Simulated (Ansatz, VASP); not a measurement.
## One calculation of Zr, two programs

```
Zr
1.0
    -1.58969    1.89511    1.90054
     1.58969   -1.89511    1.90054
     1.58969    1.89511   -1.90054
Zr
1
Direct
  0.00000 0.50000 0.50000
```

Alike in both runs: functional PBE; k mesh 22 × 22 × 22; occupations gaussian, width 0.1 eV; no spin polarisation.

Ansatz relaxed the structure, and its values are those at the end. VASP's run is a single point on that final structure, the one shown.

```csv
,VASP,Ansatz
version,VASP 6.6.1,Ansatz 0.2.0
potentials or method,"VASP PAW PBE potentials, release 64 (Zr_sv), cutoff 520 eV","scalar-relativistic, plane waves, PAW"
valence electrons in the cell,12,12
```

```csv
,VASP,Ansatz,Ansatz less VASP
gap on the k mesh at the Fermi level (eV),none,none,-
pressure (GPa),0.1,0.0,-0.05
```

A gap of «none» marks a metal or a gap that the smearing closes.
